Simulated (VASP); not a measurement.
A run of VASP 6.6.1:

Contents of INCAR:

```
ALGO = Normal ; EDIFF = 1E-7
ENCUT = 520 ; GGA = PS
ISIF = 2 ; ISMEAR = 0
LASPH = True ; LCHARG = False
LREAL = Auto ; LWAVE = False
NBANDS = 76 ; NELM = 60
PREC = Accurate ; SIGMA = 0.02
```

Contents of KPOINTS:

```
k-points
0
Gamma
  4 4 4
```

The input POSCAR:

```
MgZn3O4
1.0
    0.0000000000      0.0000000000     -5.1960053253
    3.2393381412      5.6106982435      0.0000000000
    3.2386556006     -5.6103041785      0.0000000000
Mg Zn O
2 6 8
Direct
    0.4988103654      0.1652917461      0.3305834922
   -0.0011896346      0.3347082539      0.6694165078
    0.5010779764      0.1675837321      0.8330332498
    0.5030152157      0.6656379011      0.3312758022
    0.5010779764      0.6654495177      0.8330332498
    0.0010779764      0.3324162679      0.1669667502
    0.0030152157      0.8343620989      0.6687241978
    0.0010779764      0.8345504823      0.1669667502
    0.6186272819      0.3318556364      0.6637112729
    0.6201908373      0.3325842218      0.1658596097
    0.6209695095      0.8330922626      0.6661845252
    0.6201908373      0.8332753880      0.1658596097
    0.1186272819      0.1681443636      0.3362887271
    0.1201908373      0.1674157782      0.8341403903
    0.1209695095      0.6669077374      0.3338154748
    0.1201908373      0.6667246120      0.8341403903
```

Potentials or basis: VASP PAW PBE potentials, release 64 (Mg, Zn, O).

Command:

```console
$ cat potpaw_PBE.64/Mg/POTCAR potpaw_PBE.64/Zn/POTCAR potpaw_PBE.64/O/POTCAR > POTCAR
$ mpirun -np 1 vasp_std > vasp.out
```

Hardware: 1 thread of Intel(R) Xeon(R) Platinum 8488C (Sapphire Rapids) (shared host).

How long does it take, and how much memory?

Wall time 7.7 min on 1 thread of Intel(R) Xeon(R) Platinum 8488C (Sapphire Rapids), with other jobs on the host, peak memory 0.39 GiB. Counts: scf iterations 19, k points 21.
